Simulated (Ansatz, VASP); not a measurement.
## Al3Ni2: VASP beside Ansatz

The input INCAR:

```
ALGO     = Fast           # electronic algorithm
EDIFF    = 1E-6           # SCF threshold, eV
ENCUT    = 520            # plane-wave cutoff, eV
GGA      = PS             # functional
ISIF     = 2              # what is computed and relaxed
ISMEAR   = 0              # smearing method
LASPH    = True           # aspherical terms in the spheres
LCHARG   = False          # write CHGCAR
LREAL    = False          # projectors in reciprocal space
LWAVE    = False          # write WAVECAR
NBANDS   = 22             # bands
NELM     = 80             # most SCF steps
PREC     = Accurate       # precision mode
SIGMA    = 0.15           # smearing width, eV
```

The input KPOINTS:

```
k-points
0
Gamma
  12 12 10
```

POSCAR

```
Al3Ni2
1.0
    3.9030611522      0.0000000000      0.0000000000
   -1.9515305761      3.3801501104      0.0000000000
    0.0000000000      0.0000000000      5.1024378412
Al Ni
3 2
Direct
    0.0000000000      0.0000000000      0.0000000000
    0.3333333333      0.6666666667      0.6477829059
    0.6666666667      0.3333333333      0.3522170941
    0.3333333333      0.6666666667      0.1455709067
    0.6666666667      0.3333333333      0.8544290933
```

Input for Ansatz:

```yaml
crystal:
  lattice:
    - [3.9030611522, 0.0, 0.0]
    - [-1.9515305761, 3.3801501104, 0.0]
    - [0.0, 0.0, 5.1024378412]
  atoms:
    - { symbol: Al, position: [0.0, 0.0, 0.0] }
    - { symbol: Al, position: [0.3333333333, 0.6666666667, 0.6477829059] }
    - { symbol: Al, position: [0.6666666667, 0.3333333333, 0.3522170941] }
    - { symbol: Ni, position: [0.3333333333, 0.6666666667, 0.1455709067] }
    - { symbol: Ni, position: [0.6666666667, 0.3333333333, 0.8544290933] }
basis:
  ecutwfc: 420
kpoints:
  mp_grid: { grid: [12, 12, 10] }
hamiltonian:
  xc: pbesol
scf:
  occupations: { method: gaussian, width: 0.15 }
output:
  forces: true
  stress: true
  eigenvalues: true
```

Change from the starting cell: strain -0.025 along x and y, +0.050 along z, atoms carried along.

Alike in both runs: task single point; functional PBEsol; k mesh 12 × 12 × 10; occupations gaussian, width 0.15 eV; no spin polarisation.

|  | VASP | Ansatz |
| --- | --- | --- |
| version | VASP 6.6.1 | Ansatz 0.2.0 |
| potentials or method | VASP PAW PBE potentials, release 64 (Al, Ni), cutoff 520 eV | scalar-relativistic, plane waves, PAW |
| valence electrons in the cell | 29 | 45 |

```csv
,VASP,Ansatz,Ansatz less VASP
gap on the k mesh at the Fermi level (eV),none,none,-
pressure (GPa),0.6,0.5,-0.10
"traceless stress, the component that is largest in VASP (GPa)",-9.72,-9.80,-0.083
rms of the force components (eV/Å),0.065,0.061,-0.0035
```

VASP's potentials were made for PBE, not for PBEsol. Atom by atom the forces differ by 0.004 eV/Å (rms over components). A gap of «none» marks a metal or a gap that the smearing closes. The functional is the same, so the differences come from potentials, cutoffs and numerics. VASP's potentials hold 29 valence electrons a cell and Ansatz's 45, so a difference there can come from the potentials and not from the codes.
